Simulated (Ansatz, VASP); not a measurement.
## Zn3Bi2 in VASP and in Ansatz

The input INCAR:

```
PREC     = Accurate       # precision mode
ENCUT    = 520            # plane-wave cutoff, eV
EDIFF    = 1E-7           # SCF threshold, eV
ISMEAR   = 0              # smearing method
SIGMA    = 0.1            # smearing width, eV
LREAL    = False          # projectors in reciprocal space
LASPH    = True           # aspherical terms in the spheres
NELM     = 80             # most SCF steps
ALGO     = Normal         # electronic algorithm
ISIF     = 2              # what is computed and relaxed
LWAVE    = False          # write WAVECAR
LCHARG   = False          # write CHGCAR
GGA      = PE             # functional
NBANDS   = 41             # bands
```

File KPOINTS:

```
regular mesh
0
Gamma
  4 4 4
```

The input POSCAR:

```
Zn3Bi2
1.0
    4.3741053800      0.0000000000      0.0000000000
    0.0000000000      4.3741053800      0.0000000000
    0.0000000000      0.0000000000      6.7424814200
Zn Bi
3 2
Direct
    0.0000000000      0.0000000000      0.0000000000
    0.0000000000      0.0000000000      0.5000000000
    0.5000000000      0.5000000000      0.5000000000
    0.5000000000      0.5000000000      0.1693416400
    0.5000000000      0.5000000000      0.8306583600
```

Input for Ansatz:

```yaml
crystal:
  lattice:
    - [4.37410538, 0.0, 0.0]
    - [0.0, 4.37410538, 0.0]
    - [0.0, 0.0, 6.74248142]
  atoms:
    - { symbol: Zn, position: [0.0, 0.0, 0.0] }
    - { symbol: Zn, position: [0.0, 0.0, 0.5] }
    - { symbol: Zn, position: [0.5, 0.5, 0.5] }
    - { symbol: Bi, position: [0.5, 0.5, 0.16934164] }
    - { symbol: Bi, position: [0.5, 0.5, 0.83065836] }
basis:
  ecutwfc: 420
kpoints:
  mp_grid: { grid: [4, 4, 4] }
hamiltonian:
  xc: pbe
scf:
  occupations: { method: gaussian, width: 0.1 }
  lower_state_search: "off"
output:
  forces: true
  stress: true
  eigenvalues: true
```

Alike in both runs: task single point; functional PBE; k mesh 4 × 4 × 4; occupations gaussian, width 0.1 eV; no spin polarisation.

|  | VASP | Ansatz |
| --- | --- | --- |
| version | VASP 6.6.1 | Ansatz 0.2.0 |
| potentials or method | VASP PAW PBE potentials, release 64 (Zn, Bi_d), cutoff 520 eV | scalar-relativistic, plane waves, PAW |
| valence electrons in the cell | 66 | 66 |

```csv
,VASP,Ansatz,Ansatz less VASP
gap on the k mesh at the Fermi level (eV),none,none,-
pressure (GPa),19.9,20.0,+0.04
"traceless stress, the component that is largest in VASP (GPa)",44.31,44.45,+0.143
rms of the force components (eV/Å),2.846,2.878,+0.0320
```

Atom by atom the forces differ by 0.032 eV/Å (rms over components). A gap of «none» marks a metal or a gap that the smearing closes.

Neither program's run includes spin-orbit coupling.
